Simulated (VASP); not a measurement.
## BaTiO3: single point with r2SCAN

The system is BaTiO3.

```
CELL_PARAMETERS angstrom
3.97275 0.00000 0.00000
0.00000 3.97275 0.00000
0.00000 0.00000 4.11141
ATOMIC_POSITIONS crystal
Ba 0.50000 0.50000 0.58497
Ti 0.00000 0.00000 0.10308
O 0.00000 0.50000 0.06296
O 0.50000 0.00000 0.06296
O 0.00000 0.00000 0.54603
```

```yaml
Program: VASP 6.6.1
Task: single point
Functional: r2SCAN
Potentials_or_basis: VASP PAW PBE potentials, release 64 (Ba_sv, Ti_sv, O)
Cutoff: 520 eV
k_mesh: 8 × 8 × 8
Occupations: gaussian, width 0.02 eV
Spin: no spin polarisation
```

```yaml
Pressure: 1.9 GPa
Largest_force: 0.170 eV/Å
Band_gap_on_the_k_mesh: 2.21 eV (least direct gap 2.71 eV)
```

Forces on the atoms (eV/Å):
```
Ba   0.000  0.000 -0.030
Ti   0.000  0.000 -0.170
O    0.000  0.000  0.017
O    0.000  0.000  0.017
O    0.000  0.000  0.166
```

Stress tensor (GPa, compression positive):
```
1.85 0.00 0.00
0.00 1.85 0.00
0.00 0.00 2.09
```

Levels at points of the mesh, in eV from the valence-band top:
```
           k point  band 18  band 19  band 20  band 21  band 22  band 23
(0.00, 0.00, 0.00)    -0.73    -0.50    -0.50     2.21     2.69     2.69
(0.50, 0.00, 0.00)    -1.72    -1.41    -1.22     2.79     3.90     3.98
(0.50, 0.50, 0.00)    -1.13    -1.13    -0.07     4.01     4.01     4.39
(0.00, 0.00, 0.50)    -2.03    -0.76    -0.76     2.35     3.91     3.91
(0.50, 0.00, 0.50)    -1.10    -1.04    -0.42     3.92     3.94     4.26
(0.50, 0.50, 0.50)    -0.34    -0.34     0.00     4.50     4.50     4.59
```

Wall time 5.6 min on 1 thread of AMD EPYC 7R13 Processor (Zen 3) (shared host), peak memory 0.24 GiB.

Caveat: the PAW data sets were made with another functional, which shifts forces and pressure a little; spin-orbit coupling is left out, which moves the levels of the heavy elements. A k mesh can miss the band edges.
